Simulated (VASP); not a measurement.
# W (Im-3m) in VASP: notebook, part 2 of 2

VASP 6.6.1.

## 3. Single point, BLYP (16.69 Å³/atom)

Contents of INCAR:

```
SYSTEM = W
AGGAC = 1.0
AGGAX = 1.0
ALDAC = 0.0
ALDAX = 1.0
ALGO = Normal
EDIFF = 1E-7
ENCUT = 520
GGA = B5
ISIF = 2
ISMEAR = -1
LASPH = .True.
LCHARG = .False.
LREAL = .False.
LWAVE = .False.
NBANDS = 13
NELM = 100
PREC = Accurate
SIGMA = 0.1
```

Contents of KPOINTS:

```
k-points
0
Gamma
  22 22 22
  0 0 0
```

Contents of POSCAR:

```
W
1.0
   -1.6100263885      1.6100263885      1.6100263885
    1.6100263885     -1.6100263885      1.6100263885
    1.6100263885      1.6100263885     -1.6100263885
W
1
Direct
    0.0000000000      0.0000000000      0.0000000000
```

Potentials or basis: VASP PAW PBE potentials, release 64 (W_sv).

Launch:

```sh
$ cat potpaw_PBE.64/W_sv/POTCAR > POTCAR
$ mpirun -np 1 vasp_std > vasp.out
```

OUTCAR:

```text
SYSTEM = W
   EDIFF = 1E-7
   ENCUT = 520
   GGA = B5
   ISIF = 2
   ISMEAR = -1
   LASPH = .True.
   LREAL = .False.
   NELM = 100
   PREC = Accurate

 ion  position               nearest neighbor table
   1  0.000  0.000  0.000-

  LATTYP: Found a body centered cubic cell.
 ALAT       =     3.2200527770

  Lattice vectors:

 A1 = (  -1.6100263885,   1.6100263885,   1.6100263885)
 A2 = (   1.6100263885,  -1.6100263885,   1.6100263885)
 A3 = (   1.6100263885,   1.6100263885,  -1.6100263885)

Analysis of symmetry for initial positions (statically):
=====================================================================
 Subroutine PRICEL returns:
 Original cell was already a primitive cell.

 Routine SETGRP: Setting up the symmetry group for a
 body centered cubic supercell.

 Subroutine GETGRP returns: Found 48 space group operations
 (whereof 48 operations were pure point group operations)
 out of a pool of 48 trial point group operations.

The static configuration has the point symmetry O_h .

[... 165 lines left out ...]
 k-point     1 :       0.0000    0.0000    0.0000
  band No.  band energies     occupation
      1     -62.5550      2.00000
      2     -26.4552      2.00000
      3     -26.4552      2.00000
      4     -26.4552      2.00000
      5       2.1208      2.00000
      6      10.0336      1.99999
      7      10.0336      1.99999
      8      10.0336      1.99999
      9      13.3482      0.00000
     10      13.3482      0.00000
     11      25.8476      0.00000
     12      25.8476      0.00000
     13      25.8476      0.00000
[... 354 lines left out ...]
  band No.  band energies     occupation
      1     -62.5176      2.00000
      2     -26.8444      2.00000
      3     -26.5591      2.00000
      4     -26.4851      2.00000
      5       3.7439      2.00000
      6       9.2962      2.00000
      7       9.4832      2.00000
      8      11.7959      0.00863
      9      12.4745      0.00001
     10      13.5725      0.00000
     11      26.9047      0.00000
     12      27.6947      0.00000
     13      28.4131      0.00000

 [... further k-points ...]

------------------------ aborting loop because EDIFF is reached ----------------------------------------

  FORCE on cell =-STRESS in cart. coord.  units (eV):
  Direction    XX          YY          ZZ          XY          YZ          ZX
  --------------------------------------------------------------------------------------
  -------------------------------------------------------------------------------------
  Total        0.1576502      0.1576502      0.1576502      0.0000000      0.0000000     -0.0000000
  in kB       15.1302541     15.1302541     15.1302541      0.0000000      0.0000000     -0.0000000
  external PRESSURE =      15.1302541 kB  Pullay stress =       0.0000000 kB

 VOLUME and BASIS-vectors are now :
 -----------------------------------------------------------------------------
  energy-cutoff  :      520.00
  volume of cell :       16.69
      direct lattice vectors                 reciprocal lattice vectors
    -1.610026388  1.610026388  1.610026388     0.000000000  0.310553916  0.310553916
     1.610026388 -1.610026388  1.610026388     0.310553916  0.000000000  0.310553916
     1.610026388  1.610026388 -1.610026388     0.310553916  0.310553916  0.000000000

 POSITION                                       TOTAL-FORCE (eV/Angst)
 -----------------------------------------------------------------------------------
      0.00000      0.00000      0.00000         0.000000      0.000000      0.000000
 -----------------------------------------------------------------------------------
    total drift:                                0.000000      0.000000      0.000000

  FREE ENERGIE OF THE ION-ELECTRON SYSTEM (eV)
  ---------------------------------------------------
  free  energy   TOTEN  =       -11.2875355075 eV

  energy  without entropy=      -11.2692743537  energy(sigma->0) =      -11.27840493
```

OSZICAR:

```text
N       E                     dE             d eps       ncg     rms          rms(c)
DAV:   1     0.878288964341E+02    0.87829E+02   -0.74784E+03  8554   0.122E+03
DAV:   2    -0.101529497408E+02   -0.97982E+02   -0.94028E+02  9613   0.316E+02
DAV:   3    -0.118853134238E+02   -0.17324E+01   -0.17261E+01  9258   0.408E+01
DAV:   4    -0.118926981281E+02   -0.73847E-02   -0.73845E-02  9448   0.296E+00
DAV:   5    -0.118927630863E+02   -0.64958E-04   -0.64957E-04  9433   0.263E-01    0.188E+01
DAV:   6    -0.113984510095E+02    0.49431E+00   -0.44439E-01  8863   0.877E+00    0.709E+00
DAV:   7    -0.112895804220E+02    0.10887E+00   -0.20191E-01  9533   0.561E+00    0.640E-01
DAV:   8    -0.112874607256E+02    0.21197E-02   -0.50246E-03  8743   0.882E-01    0.918E-02
DAV:   9    -0.112875439459E+02   -0.83220E-04   -0.10760E-04  9778   0.117E-01    0.525E-02
DAV:  10    -0.112875351578E+02    0.87882E-05   -0.23470E-05  9103   0.670E-02    0.724E-03
DAV:  11    -0.112875356404E+02   -0.48262E-06   -0.35545E-07  8960   0.730E-03    0.860E-04
DAV:  12    -0.112875355086E+02    0.13179E-06   -0.56732E-08  6059   0.237E-03    0.176E-04
DAV:  13    -0.112875355075E+02    0.11182E-08   -0.15016E-09  4409   0.542E-04
   1 F= -.11287536E+02 E0= -.11278405E+02  d E =-.182612E-01
```

stdout:

```text
POSCAR found type information on POSCAR W
 POSCAR found :  1 types and       1 ions
 scaLAPACK will be used
 -----------------------------------------------------------------------------
|                                                                             |
|                                                                             |
|     You enforced a specific xc type in the INCAR file but a different       |
|     I HOPE YOU KNOW WHAT YOU ARE DOING!                                     |
|                                                                             |
 -----------------------------------------------------------------------------

 LDA part: xc-table for (Slater(with rela. corr.)+VWN5), standard interpolation
 POSCAR, INCAR and KPOINTS ok, starting setup
 FFT: planning ... GRIDC
 FFT: planning ... GRID_SOFT
 FFT: planning ... GRID
 WAVECAR not read
 entering main loop
```

It took 77 s on 1 thread of Intel Xeon Platinum 8259CL at 2.50GHz (Skylake/Cascade Lake), shared host; peak memory 0.19 GiB.

What came out:

* Free energy: -11.2875 eV
* Pressure: 1.5 GPa
* Band gap on the k mesh: zero (bands 7 and 8 overlap by 5.93 eV)

Caveat: the PAW data sets were made with another functional, which shifts forces and pressure a little; spin-orbit coupling is left out, which moves the levels of the heavy elements.

## 4. Single point, BLYP (17.36 Å³/atom)

This run uses another cell than the first one, of 17.36 Å³/atom.

Contents of INCAR:

```
SYSTEM = W
PREC = Accurate
ENCUT = 520
EDIFF = 1E-6
ISMEAR = -1
SIGMA = 0.1
LREAL = .False.
LASPH = .True.
NELM = 60
ALGO = Normal
ISIF = 2
LWAVE = .False.
LCHARG = .False.
GGA = B5
ALDAX = 1.0
AGGAX = 1.0
AGGAC = 1.0
ALDAC = 0.0
NBANDS = 13
```

Contents of KPOINTS:

```
Automatic mesh
0
Gamma
  22 22 22
  0 0 0
```

Contents of POSCAR:

```
W
1.0
   -1.6312133759      1.6312133759      1.6312133759
    1.6312133759     -1.6312133759      1.6312133759
    1.6312133759      1.6312133759     -1.6312133759
W
1
Direct
    0.0000000000      0.0000000000      0.0000000000
```

Launch:

```sh
$ cat potpaw_PBE.64/W_sv/POTCAR > POTCAR
$ mpirun -np 1 vasp_std > vasp.out
```

Wall time 79 s (1 thread of Intel Xeon Platinum 8259CL at 2.50GHz (Skylake/Cascade Lake), shared host); peak memory 0.19 GiB.

Results (log left out):

| Item | Value |
| --- | --- |
| Free energy | -11.2723 eV |
| Pressure | -8.6 GPa |
| Band gap on the k mesh | zero (bands 7 and 8 overlap by 5.61 eV) |

Levels at points of the mesh, in eV from the Fermi level:
```
           k point  band 4  band 5  band 6  band 7  band 8  band 9  band 10  band 11
(0.00, 0.00, 0.00)  -37.79   -8.91   -1.15   -1.15   -1.15    2.01     2.01    14.51
(0.50, 0.00, 0.00)  -37.79   -5.62   -3.18    0.73    1.84    2.69     5.29     9.68
(0.50, 0.50, 0.50)  -38.48   -5.07   -5.07    4.46    4.46    4.46     7.78     7.78
```

Caveat: the cell stands under tension; the PAW data sets were made with another functional, which shifts forces and pressure a little; spin-orbit coupling is left out, which moves the levels of the heavy elements.
